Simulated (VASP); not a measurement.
Here is a VASP 6.6.1 calculation.

The input INCAR:

```
SYSTEM = LuH2
PREC     = Accurate       ! precision mode
ENCUT    = 600            ! plane-wave cutoff, eV
EDIFF    = 1E-7           ! SCF threshold, eV
ISMEAR   = -1             ! smearing method
SIGMA    = 0.15           ! smearing width, eV
LREAL    = .False.        ! projectors in reciprocal space
LASPH    = .True.         ! aspherical terms in the spheres
NELM     = 120            ! most SCF steps
ALGO     = Normal         ! electronic algorithm
ISIF     = 3              ! what is computed and relaxed
LWAVE    = .False.        ! write WAVECAR
LCHARG   = .False.        ! write CHGCAR
GGA      = PS             ! functional
IBRION   = 2              ! ionic algorithm
NSW      = 80             ! ionic steps
EDIFFG   = -0.001         ! ionic threshold
GGA_COMPAT= .False.      
NELMIN   = 4
```

File KPOINTS:

```
regular mesh
0
Gamma
  16 16 16
  0 0 0
```

Contents of POSCAR:

```
LuH2
1.0
    0.0000000000      2.4793084035      2.4793084035
    2.4793084035      0.0000000000      2.4793084035
    2.4793084035      2.4793084035      0.0000000000
Lu H
1 2
Direct
    0.0000000000      0.0000000000      0.0000000000
    0.2500000000      0.2500000000      0.2500000000
    0.7500000000      0.7500000000      0.7500000000
```

Potentials or basis: VASP PAW PBE potentials, release 64 (Lu, H).

Command:

```bash
$ cat potpaw_PBE.64/Lu/POTCAR potpaw_PBE.64/H/POTCAR > POTCAR
$ mpirun -np 1 vasp_std > vasp.out
```

(1) Estimate the band gap on the k mesh.

(2) What does it give for the relaxed cell?

(3) Predict the space group after relaxing (to 0.1 Å).

## Answers

(1) zero (an odd number of electrons rules out a gap without spin polarisation).

(2) a = 3.512 Å, b = 3.512 Å, c = 3.512 Å, α = 60.00°, β = 60.00°, γ = 60.00°.

(3) Fm-3m (No. 225).

Caveat: spin-orbit coupling is left out, which moves the levels of the heavy elements.
